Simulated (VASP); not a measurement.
MnO, 2 atoms in the cell. The structure is cubic, space group Fm-3m (No. 225). Conventional cell: a = 4.448 Å, b = 4.448 Å, c = 4.448 Å, α = 90.00°, β = 90.00°, γ = 90.00°. Within 2.9 Å of Mn (site symmetry m-3m) lie 6 O at 2.22 Å. Within 2.9 Å of O (site symmetry m-3m) lie 6 Mn at 2.22 Å. 

| Item | Value |
| --- | --- |
| Program | VASP 6.6.1 |
| Task | relaxation of cell and atoms |
| Functional | LDA |
| Potentials or basis | VASP PAW LDA potentials, release 64 (Mn_pv, O) |
| Cutoff | 600 eV |
| k mesh | 10 × 10 × 10 |
| Occupations | fermi-dirac, width 0.05 eV |
| Spin | collinear spin, ferromagnetic start |
| Starting moments | [4.0, 0.0] μB |
| Dipole correction | no |
| Further INCAR settings | ALGO = Normal; EDIFF = 1e-07; IBRION = 2; EDIFFG = -0.01; NSW = 60; ISIF = 3 |

Potentials or basis: VASP PAW LDA potentials, release 64 (Mn_pv, O).

Command:

```bash
$ cat potpaw_LDA.64/Mn_pv/POTCAR potpaw_LDA.64/O/POTCAR > POTCAR
$ mpirun -np 1 vasp_std > vasp.out
```

Hardware: 1 thread of Intel(R) Xeon(R) Platinum 8488C (Sapphire Rapids), with other jobs on the host.

Question: Estimate the wall time of this run.

Answer: It took 82 s on 1 thread of Intel(R) Xeon(R) Platinum 8488C (Sapphire Rapids), with other jobs on the host, peak memory 0.17 GiB. Counts: scf iterations 45, k points 47, ion steps 4.
